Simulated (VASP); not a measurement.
# GaN (I-4m2) in VASP: notebook

GaN is run at these levels: PBE; tasks: single point.

Everything below comes from runs of VASP 6.6.1. Logs are shortened: lines on timing, memory, paths and dates and some standing lists are left out, and cuts for length are marked.

## Step 1: The cell of the first run

The structure is tetragonal, space group I-4m2 (No. 119). The conventional cell has a = 3.265 Å, b = 3.265 Å, c = 4.685 Å, α = 90.00°, β = 90.00°, γ = 90.00°. Ga (site symmetry -4m2) has 4 N at 2.01 Å within 2.7 Å. N (site symmetry -4m2) has 4 Ga at 2.01 Å within 2.7 Å.

## Step 2: Single point, PBE (strain +0.015 along x and y, +0.030 along z)

INCAR

```
SYSTEM = GaN
PREC = Accurate
ENCUT = 520
EDIFF = 1E-6
ISMEAR = 0
SIGMA = 0.05
LREAL = .False.
LASPH = .True.
NELM = 80
ALGO = Normal
ISIF = 2
LWAVE = .False.
LCHARG = .True.
GGA = PE
LELF = .True.
LVHAR = .True.
NBANDS = 16
```

KPOINTS

```
regular mesh
0
Gamma
  10 10 10
  0 0 0
```

POSCAR

```
GaN
1.0
    0.0000000000      2.3083520702      2.3424656476
    2.3083520702      0.0000000000      2.3424656476
    2.3083520702      2.3083520702      0.0000000000
Ga N
1 1
Direct
    0.0000000000      0.0000000000      0.0000000000
    0.7500000000      0.7500000000      0.7500000000
```

Potentials or basis: VASP PAW PBE potentials, release 64 (Ga_d, N).

Run with:

```sh
$ cat potpaw_PBE.64/Ga_d/POTCAR potpaw_PBE.64/N/POTCAR > POTCAR
$ mpirun -np 1 vasp_std > vasp.out
```

OUTCAR:

```text
SYSTEM = GaN
   PREC = Accurate
   ENCUT = 520
   EDIFF = 1E-6
   ISMEAR = 0
   LREAL = .False.
   LASPH = .True.
   NELM = 80
   ISIF = 2
   GGA = PE

 ion  position               nearest neighbor table
   1  0.000  0.000  0.000-   2 2.01   2 2.01   2 2.01   2 2.01
   2  0.750  0.750  0.750-   1 2.01   1 2.01   1 2.01   1 2.01

  LATTYP: Found a body centered tetragonal cell.
 ALAT       =     3.2645028044
 C/A-ratio  =     1.4351132702

  Lattice vectors:

 A1 = (  -2.3083520702,   0.0000000000,   2.3424656476)
 A2 = (   2.3083520702,   0.0000000000,   2.3424656476)
 A3 = (   0.0000000000,   2.3083520702,  -2.3424656476)

Analysis of symmetry for initial positions (statically):
=====================================================================
 Subroutine PRICEL returns:
 Original cell was already a primitive cell.

 Routine SETGRP: Setting up the symmetry group for a
 body centered tetragonal supercell.

 Subroutine GETGRP returns: Found  8 space group operations
 (whereof  8 operations were pure point group operations)
 out of a pool of 16 trial point group operations.

The static configuration has the point symmetry D_2d.

Analysis of symmetry for dynamics (positions and initial velocities):
=====================================================================
 Subroutine PRICEL returns:
 Original cell was already a primitive cell.

 Routine SETGRP: Setting up the symmetry group for a
 body centered tetragonal supercell.

 Subroutine GETGRP returns: Found  8 space group operations
 (whereof  8 operations were pure point group operations)
 out of a pool of 16 trial point group operations.

The dynamic configuration has the point symmetry D_2d.

 Subroutine INISYM returns: Found  8 space group operations
 (whereof  8 operations are pure point group operations),
 and found     1 'primitive' translations

----------------------------------------------------------------------------------------

                                     Primitive cell

  volume of cell :      24.9636

  direct lattice vectors                    reciprocal lattice vectors
     0.000000000  2.308352070  2.342465648    -0.216604740  0.216604740  0.213450302
     2.308352070  0.000000000  2.342465648     0.216604740 -0.216604740  0.213450302
     2.308352070  2.308352070  0.000000000     0.216604740  0.216604740 -0.213450302

  length of vectors
     3.288713212  3.288713212  3.264502804     0.373358083  0.373358083  0.373358083

  position of ions in fractional coordinates (direct lattice)
     0.000000000  0.000000000  0.000000000
     0.750000000  0.750000000  0.750000000

[... 78 lines left out ...]
   EDIFFG = 0.1E-04   stopping-criterion for IOM
   NSW    =      0    number of steps for IOM
   IBRION =     -1    ionic relax: 0-MD 1-quasi-New 2-CG
   NFREE  =      0    steps in history (QN), initial steepest desc. (CG)
   ISIF   =      2    stress and relaxation
   ISYM   =      2    0-nonsym 1-usesym 2-fastsym
   POTIM  = 0.5000    time-step for ionic-motion
   TEBEG  =    0.0;   TEEND  =   0.0 temperature during run
   PSTRESS=    0.0 pullay stress
   NELECT =      18.0000    total number of electrons
   NUPDOWN=      -1.0000    fix difference up-down
   EMIN   =  10.00;   EMAX   =-10.00  energy-range for DOS
   EFERMI =   0.00;   METHOD = LEGACY
   ISMEAR =     0;   SIGMA  =   0.05  broadening in eV -4-tet -1-fermi 0-gaus
   EFERMI_NEDOS =   21; number of points for ismear=-14 and -15
   IALGO  =     38    algorithm
   IMIX   =      4    mixing-type and parameters
     AMIX     =   0.40;   BMIX     =  1.00
     AMIX_MAG =   1.60;   BMIX_MAG =  1.00
  volume/ion in A,a.u.               =      12.48        84.23
  Fermi-wavevector in a.u.,A,eV,Ry     =   1.468013  2.774142 29.321400  2.155062
  Thomas-Fermi vector in A             =   2.583562
   LORBIT       =      0    0 simple, 1 ext, 2 COOP (PROOUT), +10 PAW based schemes
   GGA     = PE    functional components
   LHFCALC =     F    Hartree Fock is set to
   AEXX    =    0.0000 exact exchange contribution
   IVDW    =     0    specifies the selected vdW correction
   LEPSILON=     F    determine dielectric tensor
   LRPA    =     F    only Hartree local field effects (RPA)
 non-spin polarized calculation
 Gauss-broadening in eV      SIGMA  =   0.05
  energy-cutoff  :      520.00
  volume of cell :       24.96
 maximum number of plane-waves:       692
   NGX = 13   NGY = 13   NGZ = 13

 number of electron      18.0000003 magnetization

 Free energy of the ion-electron system (eV)
  ---------------------------------------------------
  ext. energy  EPLUGINS =         0.00000000
  ---------------------------------------------------
  free energy    TOTEN  =       -12.11167151 eV

  energy without entropy =      -12.11167151  energy(sigma->0) =      -12.11167151

 E-fermi :   4.7293     XC(G=0): -11.2105

 val. band max:        4.4034596421   @ k =   0.0000   0.0000   0.0000
 cond. band min:       5.5466732420   @ k =   0.0000   0.0000   0.0000
 fundamental gap:      1.1432136000
 Fermi energy:         4.7293076964

 k-point     1 :       0.0000    0.0000    0.0000
  band No.  band energies     occupation
      1     -10.8501      2.00000
      2      -9.0298      2.00000
      3      -9.0158      2.00000
      4      -9.0158      2.00000
      5      -8.7800      2.00000
      6      -8.7786      2.00000
[... 433 lines left out ...]
      3      -8.8460      2.00000
      4      -8.8460      2.00000
      5      -8.7357      2.00000
      6      -7.7728      2.00000
[... 8 lines left out ...]
     15      25.3261      0.00000
     16      25.9935      0.00000

 [... further k-points ...]

------------------------ aborting loop because EDIFF is reached ----------------------------------------

  FORCE on cell =-STRESS in cart. coord.  units (eV):
  Direction    XX          YY          ZZ          XY          YZ          ZX
  --------------------------------------------------------------------------------------
  -------------------------------------------------------------------------------------
  Total       -1.2674734     -1.2674734     -1.5613496      0.0000000      0.0000000      0.0000000
  in kB      -81.3471074    -81.3471074   -100.2082338      0.0000000      0.0000000      0.0000000
  external PRESSURE =     -87.6341496 kB  Pullay stress =       0.0000000 kB

 VOLUME and BASIS-vectors are now :
 -----------------------------------------------------------------------------
  energy-cutoff  :      520.00
  volume of cell :       24.96
      direct lattice vectors                 reciprocal lattice vectors
     0.000000000  2.308352070  2.342465648    -0.216604740  0.216604740  0.213450302
     2.308352070  0.000000000  2.342465648     0.216604740 -0.216604740  0.213450302
     2.308352070  2.308352070  0.000000000     0.216604740  0.216604740 -0.213450302

 POSITION                                       TOTAL-FORCE (eV/Angst)
 -----------------------------------------------------------------------------------
      0.00000      0.00000      0.00000         0.000000      0.000000      0.000000
      3.46253      3.46253      3.51370        -0.000000     -0.000000     -0.000000
 -----------------------------------------------------------------------------------
    total drift:                               -0.000001     -0.000001     -0.000001

  FREE ENERGIE OF THE ION-ELECTRON SYSTEM (eV)
  ---------------------------------------------------
  free  energy   TOTEN  =       -12.1116715105 eV

  energy  without entropy=      -12.1116715105  energy(sigma->0) =      -12.11167151
```

It took 40 s on 1 thread of Intel Xeon 8259CL, shared host; peak memory 0.16 GiB.

What came out:

- Free energy: -12.1117 eV
- Pressure: -8.8 GPa
- Band gap on the k mesh: 1.14 eV, direct

Caveat: the cell differs from its parent crystal (strain +0.015 along x and y, +0.030 along z).

## Step 3: Single point, PBE (strain +0.030 along x and y, +0.015 along z)

INCAR

```
SYSTEM = GaN
PREC = Accurate
ENCUT = 520
EDIFF = 1E-6
ISMEAR = 0
SIGMA = 0.05
LREAL = .False.
LASPH = .True.
NELM = 100
ALGO = Normal
ISIF = 2
LWAVE = .False.
LCHARG = .False.
GGA = PE
NBANDS = 16
```

KPOINTS

```
Automatic mesh
0
Gamma
  10 10 10
  0 0 0
```

POSCAR

```
GaN
1.0
    0.0000000000      2.3424656476      2.3083520702
    2.3424656476      0.0000000000      2.3083520702
    2.3424656476      2.3424656476      0.0000000000
Ga N
1 1
Direct
    0.0000000000      0.0000000000      0.0000000000
    0.7500000000      0.7500000000      0.7500000000
```

Potentials or basis: VASP PAW PBE potentials, release 64 (Ga_d, N).

Run with:

```sh
$ cat potpaw_PBE.64/Ga_d/POTCAR potpaw_PBE.64/N/POTCAR > POTCAR
$ mpirun -np 1 vasp_std > vasp.out
```

Wall time 58 s (1 thread of Intel Xeon 8259CL, shared host); peak memory 0.17 GiB.

Results (log left out):

```yaml
Free_energy: -12.0895 eV
Pressure: -10.6 GPa
Band_gap_on_the_k_mesh: 1.03 eV, direct
```

Stress tensor (GPa, compression positive):
```
-11.18   0.00   0.00
  0.00 -11.18   0.00
  0.00   0.00  -9.40
```

Levels at points of the mesh, in eV from the valence-band top:
```
           k point  band 6  band 7  band 8  band 9  band 10  band 11  band 12  band 13
(0.00, 0.00, 0.00)  -13.21   -0.06   -0.06    0.00     1.03     9.60     9.65     9.65
(0.50, 0.00, 0.00)  -11.94   -6.46   -0.94   -0.84     3.91     8.17     9.70     9.89
(0.50, 0.50, 0.00)  -11.46   -5.67   -2.48   -2.48     3.23     5.86    11.11    12.82
(0.50, 0.00, 0.50)  -11.52   -5.82   -2.38   -2.37     3.31     6.07    10.94    12.74
```

Caveat: the cell differs from its parent crystal (strain +0.030 along x and y, +0.015 along z).
